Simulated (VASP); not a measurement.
AlRu, 2 atoms in the cell. It takes space group Pm-3m (No. 221, cubic). Conventional cell: a = 2.992 Å, b = 2.992 Å, c = 2.992 Å, α = 90.00°, β = 90.00°, γ = 90.00°. Al (site symmetry m-3m) has 8 Ru at 2.59 Å and 6 Al at 2.99 Å within 3.4 Å. Ru (site symmetry m-3m) has 8 Al at 2.59 Å and 6 Ru at 2.99 Å within 3.4 Å. 

- Program: VASP 6.6.1
- Task: relaxation of cell and atoms
- Functional: PBE
- Potentials or basis: VASP PAW PBE potentials, release 64 (Al, Ru_pv)
- Cutoff: 600 eV
- k mesh: 11 × 11 × 11
- Occupations: fermi-dirac, width 0.1 eV
- Spin: no spin polarisation
- Target pressure: 6 GPa
- Dipole correction: no
- Further INCAR settings: ALGO = Normal; EDIFF = 1e-07; IBRION = 2; EDIFFG = -0.01; NSW = 100; ISIF = 3

Potentials or basis: VASP PAW PBE potentials, release 64 (Al, Ru_pv).

Run with:

```bash
$ cat potpaw_PBE.64/Al/POTCAR potpaw_PBE.64/Ru_pv/POTCAR > POTCAR
$ mpirun -np 1 vasp_std > vasp.out
```

Hardware: 1 thread of Intel Xeon 6975P-C (shared host).

Task: Estimate the wall time of this run.

Result: Run time: 30 s on 1 thread of Intel Xeon 6975P-C (shared host), peak memory 0.16 GiB. Counts: scf iterations 32, k points 56, ion steps 3.
